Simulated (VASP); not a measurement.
# Se (Im-3m) in VASP: single point with PBE

Aim: the single point of Se with PBE.

Program: VASP 6.6.1. These are calculated values, not measurements. Logs are shortened: lines on timing, memory, paths and dates and some standing lists are left out, and cuts for length are marked.

**1. The cell of the first run**

The structure is cubic, space group Im-3m (No. 229). Conventional cell: a = 3.333 Å, b = 3.333 Å, c = 3.333 Å, α = 90.00°, β = 90.00°, γ = 90.00°. Se (site symmetry m-3m) has 14 Se at 2.89 to 3.33 Å within 3.8 Å.

**2. Single point, PBE (volume scaled by 0.91)**

INCAR reads:

```
  PREC = Accurate
  ENCUT = 520
  EDIFF = 1E-6
  ISMEAR = 0
  SIGMA = 0.1
  LREAL = False
  LASPH = True
  NELM = 80
  ALGO = Normal
  ISIF = 2
  LWAVE = False
  LCHARG = False
  GGA = PE
  NBANDS = 9
```

KPOINTS reads:

```
regular mesh
0
Gamma
  18 18 18
```

POSCAR reads:

```
Se
1.0
   -1.6665156220      1.6665156220      1.6665156220
    1.6665156220     -1.6665156220      1.6665156220
    1.6665156220      1.6665156220     -1.6665156220
Se
1
Direct
    0.0000000000      0.0000000000      0.0000000000
```

Potentials or basis: VASP PAW PBE potentials, release 64 (Se).

Launch:

```sh
cat potpaw_PBE.64/Se/POTCAR > POTCAR
mpirun -np 1 vasp_std > vasp.out
```

OUTCAR:

```text
PREC = Accurate
   ENCUT = 520
   EDIFF = 1E-6
   ISMEAR = 0
   LREAL = False
   LASPH = True
   NELM = 80
   ISIF = 2
   GGA = PE

 ion  position               nearest neighbor table
   1  0.000  0.000  0.000-

  LATTYP: Found a body centered cubic cell.
 ALAT       =     3.3330312440

  Lattice vectors:

 A1 = (  -1.6665156220,   1.6665156220,   1.6665156220)
 A2 = (   1.6665156220,  -1.6665156220,   1.6665156220)
 A3 = (   1.6665156220,   1.6665156220,  -1.6665156220)

Analysis of symmetry for initial positions (statically):
=====================================================================
 Subroutine PRICEL returns:
 Original cell was already a primitive cell.

 Routine SETGRP: Setting up the symmetry group for a
 body centered cubic supercell.

 Subroutine GETGRP returns: Found 48 space group operations
 (whereof 48 operations were pure point group operations)
 out of a pool of 48 trial point group operations.

The static configuration has the point symmetry O_h .

Analysis of symmetry for dynamics (positions and initial velocities):
=====================================================================
 Subroutine PRICEL returns:
 Original cell was already a primitive cell.

 Routine SETGRP: Setting up the symmetry group for a
 body centered cubic supercell.

 Subroutine GETGRP returns: Found 48 space group operations
 (whereof 48 operations were pure point group operations)
 out of a pool of 48 trial point group operations.

The dynamic configuration has the point symmetry O_h .

 Subroutine INISYM returns: Found 48 space group operations
 (whereof 48 operations are pure point group operations),
 and found     1 'primitive' translations

----------------------------------------------------------------------------------------

                                     Primitive cell

  volume of cell :      18.5135

  direct lattice vectors                    reciprocal lattice vectors
    -1.666515622  1.666515622  1.666515622     0.000000000  0.300027191  0.300027191
     1.666515622 -1.666515622  1.666515622     0.300027191  0.000000000  0.300027191
     1.666515622  1.666515622 -1.666515622     0.300027191  0.300027191  0.000000000

  length of vectors
     2.886489729  2.886489729  2.886489729     0.424302522  0.424302522  0.424302522

  position of ions in fractional coordinates (direct lattice)
     0.000000000  0.000000000  0.000000000

  ion indices of the primitive-cell ions
   primitive index   ion index
                 1           1

----------------------------------------------------------------------------------------

 KPOINTS: regular mesh

Automatic generation of k-mesh.
 Grid dimensions read from file:
 generate k-points for:   18   18   18

 Generating k-lattice:

  Cartesian coordinates                     Fractional coordinates (reciprocal lattice)
     0.000000000  0.016668177  0.016668177     0.055555556  0.000000000  0.000000000
     0.016668177  0.000000000  0.016668177     0.000000000  0.055555556  0.000000000
     0.016668177  0.016668177  0.000000000     0.000000000  0.000000000  0.055555556

  Length of vectors
     0.023572362  0.023572362  0.023572362

  Shift w.r.t. Gamma in fractional coordinates (k-lattice)
     0.000000000  0.000000000  0.000000000

 Subroutine IBZKPT returns following result:
 ===========================================

 Found    195 irreducible k-points:

 Following reciprocal coordinates:
            Coordinates               Weight
  0.000000  0.000000  0.000000      1.000000
  0.055556  0.000000  0.000000     12.000000
  0.111111  0.000000  0.000000     12.000000
  0.166667  0.000000  0.000000     12.000000
  0.222222  0.000000  0.000000     12.000000
  0.277778  0.000000  0.000000     12.000000
[... 16 lines left out ...]
  0.333333  0.111111  0.000000     48.000000
  0.388889  0.111111  0.000000     48.000000
 [... further k-points ...]
   k-points           NKPTS =    195   k-points in BZ     NKDIM =    195   number of bands    NBANDS=      9
   number of dos      NEDOS =    301   number of ions     NIONS =      1
   total plane-waves  NPLWV =  13824
   dimension x,y,z NGX =    24 NGY =   24 NGZ =   24
   dimension x,y,z NGXF=    48 NGYF=   48 NGZF=   48
   ions per type =               1
   NGX,Y,Z   is equivalent  to a cutoff of  13.82, 13.82, 13.82 a.u.
   NGXF,Y,Z  is equivalent  to a cutoff of  27.65, 27.65, 27.65 a.u.
 SYSTEM =  unknown system
   PREC   = accura    normal or accurate (medium, high low for compatibility)
   ISTART =      0    job   : 0-new  1-cont  2-samecut
   ICHARG =      2    charge: 1-file 2-atom 10-const
   ISPIN  =      1    spin polarized calculation?
   LNONCOLLINEAR =      F non collinear calculations
   LSORBIT =      F    spin-orbit coupling
   LASPH  =      T    aspherical Exc in radial PAW
   ENCUT  =  520.0 eV  38.22 Ry    6.18 a.u.   5.37  5.37  5.37*2*pi/ulx,y,z
   NELM   =     80;   NELMIN=  2; NELMDL= -5     # of ELM steps
   EDIFF  = 0.1E-05   stopping-criterion for ELM
   LREAL  =      F    real-space projection
   EDIFFG = 0.1E-04   stopping-criterion for IOM
   NSW    =      0    number of steps for IOM
   IBRION =     -1    ionic relax: 0-MD 1-quasi-New 2-CG
   NFREE  =      0    steps in history (QN), initial steepest desc. (CG)
   ISIF   =      2    stress and relaxation
   ISYM   =      2    0-nonsym 1-usesym 2-fastsym
   POTIM  = 0.5000    time-step for ionic-motion
   TEBEG  =    0.0;   TEEND  =   0.0 temperature during run
   PSTRESS=    0.0 pullay stress
   NELECT =       6.0000    total number of electrons
   NUPDOWN=      -1.0000    fix difference up-down
   EMIN   =  10.00;   EMAX   =-10.00  energy-range for DOS
   EFERMI =   0.00;   METHOD = LEGACY
   ISMEAR =     0;   SIGMA  =   0.10  broadening in eV -4-tet -1-fermi 0-gaus
   EFERMI_NEDOS =   21; number of points for ismear=-14 and -15
   IALGO  =     38    algorithm
   IMIX   =      4    mixing-type and parameters
     AMIX     =   0.40;   BMIX     =  1.00
     AMIX_MAG =   1.60;   BMIX_MAG =  1.00
  volume/ion in A,a.u.               =      18.51       124.94
  Fermi-wavevector in a.u.,A,eV,Ry     =   1.124508  2.125012 17.204813  1.264518
  Thomas-Fermi vector in A             =   2.261180
   LORBIT       =      0    0 simple, 1 ext, 2 COOP (PROOUT), +10 PAW based schemes
   GGA     = PE    functional components
   LHFCALC =     F    Hartree Fock is set to
   AEXX    =    0.0000 exact exchange contribution
   IVDW    =     0    specifies the selected vdW correction
   LEPSILON=     F    determine dielectric tensor
   LRPA    =     F    only Hartree local field effects (RPA)
 non-spin polarized calculation
 Gauss-broadening in eV      SIGMA  =   0.10
  energy-cutoff  :      520.00
  volume of cell :       18.51
 maximum number of plane-waves:       531
 NGX is ok and might be reduce to    24
   NGX = 11   NGY = 11   NGZ = 11

 number of electron       6.0000000 magnetization

 Free energy of the ion-electron system (eV)
  ---------------------------------------------------
  ext. energy  EPLUGINS =         0.00000000
  ---------------------------------------------------
  free energy    TOTEN  =        -2.87781543 eV

  energy without entropy =       -2.87539587  energy(sigma->0) =       -2.87660565

 E-fermi :   6.7450     XC(G=0): -11.0309

 val. band max:        6.7386873292   @ k =   0.1667   0.1667   0.0000
 cond. band min:       6.7685422233   @ k =   0.2778   0.1111   0.1111
 fundamental gap:      0.0298548942
 Fermi energy:         6.7450065022

 k-point     1 :       0.0000    0.0000    0.0000
  band No.  band energies     occupation
      1     -10.3002      2.00000
      2      10.1728      0.00000
      3      10.1728      0.00000
      4      10.1728      0.00000
      5      19.1641      0.00000
      6      19.3159      0.00000
      7      19.3159      0.00000
      8      19.3159      0.00000
      9      22.4811      0.00000

 k-point     2 :       0.0556    0.0000    0.0000
  band No.  band energies     occupation
      1     -10.2277      2.00000
      2       9.7040      0.00000
      3      10.0059      0.00000
      4      10.1423      0.00000
      5      18.9952      0.00000
      6      19.0295      0.00000
      7      19.6325      0.00000
      8      19.6422      0.00000
      9      21.6746      0.00000

 k-point     3 :       0.1111    0.0000    0.0000
  band No.  band energies     occupation
      1     -10.0116      2.00000
      2       8.5170      0.00000
      3       9.5708      0.00000
      4      10.0535      0.00000
      5      18.1902      0.00000
      6      18.2811      0.00000
      7      20.5160      0.00000
      8      20.6440      0.00000
      9      21.3848      0.00000

 k-point     4 :       0.1667    0.0000    0.0000
  band No.  band energies     occupation
      1      -9.6555      2.00000
      2       6.9671      0.00169
      3       8.9993      0.00000
      4       9.9154      0.00000
      5      17.0867      0.00000
      6      17.4830      0.00000
      7      21.1587      0.00000
      8      21.5144      0.00000
      9      21.8337      0.00000

 k-point     5 :       0.2222    0.0000    0.0000
  band No.  band energies     occupation
      1      -9.1671      2.00000
      2       5.2877      2.00000
      3       8.4042      0.00000
      4       9.7434      0.00000
      5      16.0606      0.00000
      6      16.7388      0.00000
      7      21.5483      0.00000
      8      21.6197      0.00000
      9      23.4701      0.00000

 k-point     6 :       0.2778    0.0000    0.0000
  band No.  band energies     occupation
      1      -8.5614      2.00000
      2       3.6145      2.00000
      3       7.8578      0.00000
      4       9.5590      0.00000
      5      15.2083      0.00000
      6      16.1016      0.00000
      7      21.8408      0.00000
      8      22.2401      0.00000
      9      25.3490      0.00000
[... 169 lines left out ...]
 k-point    21 :       0.2222    0.1111    0.0000
  band No.  band energies     occupation
      1      -8.3631      2.00000
      2       3.5675      2.00000
      3       7.0161      0.00013
      4       8.9590      0.00000
      5      15.8457      0.00000
      6      17.0171      0.00000
      7      20.5879      0.00000
      8      23.2195      0.00000
      9      24.5511      0.00000

 k-point    22 :       0.2778    0.1111    0.0000
  band No.  band energies     occupation
      1      -7.6807      2.00000
      2       2.1240      2.00000
      3       6.4299      1.99999
      4       8.7321      0.00000
      5      15.2994      0.00000
      6      16.7852      0.00000
      7      20.9426      0.00000
      8      24.8581      0.00000
      9      25.3491      0.00000

 k-point    23 :       0.3333    0.1111    0.0000
  band No.  band energies     occupation
      1      -6.9770      2.00000
      2       0.8371      2.00000
      3       6.0110      2.00000
      4       8.5521      0.00000
      5      14.8973      0.00000
      6      16.6057      0.00000
      7      21.5534      0.00000
      8      25.5447      0.00000
      9      26.2646      0.00000

 k-point    24 :       0.3889    0.1111    0.0000
  band No.  band energies     occupation
      1      -6.3863      2.00000
      2      -0.1176      2.00000
      3       5.7601      2.00000
      4       8.4366      0.00000
      5      14.6531      0.00000
      6      16.4896      0.00000
      7      22.3714      0.00000
      8      24.7384      0.00000
      9      27.1913      0.00000

 [... further k-points ...]
[... 5 lines left out ...]
  --------------------------------------------------------------------------------------
  -------------------------------------------------------------------------------------
  Total        0.9778132      0.9778132      0.9778132     -0.0000000      0.0000000     -0.0000000
  in kB       84.6210298     84.6210298     84.6210298     -0.0000000      0.0000000     -0.0000000
  external PRESSURE =      84.6210298 kB  Pullay stress =       0.0000000 kB

 VOLUME and BASIS-vectors are now :
 -----------------------------------------------------------------------------
  energy-cutoff  :      520.00
  volume of cell :       18.51
      direct lattice vectors                 reciprocal lattice vectors
    -1.666515622  1.666515622  1.666515622     0.000000000  0.300027191  0.300027191
     1.666515622 -1.666515622  1.666515622     0.300027191  0.000000000  0.300027191
     1.666515622  1.666515622 -1.666515622     0.300027191  0.300027191  0.000000000

 POSITION                                       TOTAL-FORCE (eV/Angst)
 -----------------------------------------------------------------------------------
      0.00000      0.00000      0.00000        -0.000000     -0.000000      0.000000
 -----------------------------------------------------------------------------------
    total drift:                                0.000000      0.000000      0.000000

  FREE ENERGIE OF THE ION-ELECTRON SYSTEM (eV)
  ---------------------------------------------------
  free  energy   TOTEN  =        -2.8778154315 eV

  energy  without entropy=       -2.8753958733  energy(sigma->0) =       -2.87660565
```

It took 6.8 s on 1 thread of Intel Xeon 6975P-C (Granite Rapids), shared host; peak memory 0.16 GiB.

Results:

```
Free energy            : -2.8778 eV
Pressure               : 8.5 GPa
Band gap on the k mesh : zero (band 3 reaches 10.17 eV, above the bottom of band 4 at 3.11 eV)
```

Levels at points of the mesh, in eV from the Fermi level:
```csv
k point,band 1,band 2,band 3,band 4,band 5,band 6,band 7
"(0.00, 0.00, 0.00)",-17.05,3.43,3.43,3.43,12.42,12.57,12.57
"(0.50, 0.00, 0.00)",-13.03,-7.47,0.04,2.38,6.96,8.19,17.89
"(0.50, 0.50, 0.50)",-10.16,-3.64,-3.64,-3.64,3.61,3.61,23.57
```
